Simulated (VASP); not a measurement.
A run of VASP 6.6.1 is set up as follows.

File INCAR:

```
PREC     = Accurate       # precision mode
ENCUT    = 520            # plane-wave cutoff, eV
EDIFF    = 1E-8           # SCF threshold, eV
ISMEAR   = -1             # smearing method
SIGMA    = 0.05           # smearing width, eV
LREAL    = False          # projectors in reciprocal space
LASPH    = True           # aspherical terms in the spheres
NELM     = 60             # most SCF steps
ALGO     = Normal         # electronic algorithm
ISIF     = 2              # what is computed and relaxed
LWAVE    = False          # write WAVECAR
LCHARG   = False          # write CHGCAR
GGA      = CA             # functional
LEFG     = True         
NBANDS   = 8              # bands
```

KPOINTS

```
Automatic mesh
0
Gamma
  16 16 16
```

The input POSCAR:

```
Li
1.0
    0.0000000000      2.1872210312      2.1872210312
    2.1872210312      0.0000000000      2.1872210312
    2.1872210312      2.1872210312      0.0000000000
Li
1
Direct
    0.0000000000      0.0000000000      0.0000000000
```

Potentials or basis: VASP PAW LDA potentials, release 64 (Li_sv).

Command:

```bash
$ cat potpaw_LDA.64/Li_sv/POTCAR > POTCAR
$ mpirun -np 1 vasp_std > vasp.out
```

Problem. Predict the band gap on the k mesh.

Solution. Zero (an odd number of electrons rules out a gap without spin polarisation).
